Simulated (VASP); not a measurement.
A run of VASP 6.6.1 is set up as follows.

Contents of INCAR:

```
SYSTEM = As
PREC     = Accurate       ! precision mode
ENCUT    = 520            ! plane-wave cutoff, eV
EDIFF    = 1E-8           ! SCF threshold, eV
ISMEAR   = -1             ! smearing method
SIGMA    = 0.05           ! smearing width, eV
LREAL    = .FALSE.        ! projectors in reciprocal space
LASPH    = .TRUE.         ! aspherical terms in the spheres
NELM     = 80             ! most SCF steps
ALGO     = Normal         ! electronic algorithm
ISIF     = 2              ! what is computed and relaxed
LWAVE    = .FALSE.        ! write WAVECAR
LCHARG   = .FALSE.        ! write CHGCAR
GGA      = CA             ! functional
LEFG     = .TRUE.       
NBANDS   = 12             ! bands
```

KPOINTS

```
Automatic mesh
0
G
  11 11 6
  0 0 0
```

The input POSCAR:

```
As
1.0
    3.0031658500      0.0000000000      0.0000000000
   -1.5015829250      2.6008179178      0.0000000000
    0.0000000000      0.0000000000      4.8651286769
As
2
Direct
    0.3333333333      0.6666666667      0.2500000000
    0.6666666667      0.3333333333      0.7500000000
```

Potentials or basis: VASP PAW LDA potentials, release 64 (As).

Launch:

```bash
$ cat potpaw_LDA.64/As/POTCAR > POTCAR
$ mpirun -np 1 vasp_std > vasp.out
```

Question: Estimate the pressure.

Answer: -4.2 GPa.

Question: Estimate the band gap on the k mesh.

Answer: Zero (band 5 reaches 11.25 eV, above the bottom of band 6 at 3.30 eV).

Stress tensor (GPa, compression positive):
```
-4.78  0.00  0.00
 0.00 -4.78  0.00
 0.00  0.00 -3.10
```

Caveat: without QUAD_EFG the Cq values of the log hold for a quadrupole moment of 1 mb, not for the nuclei.
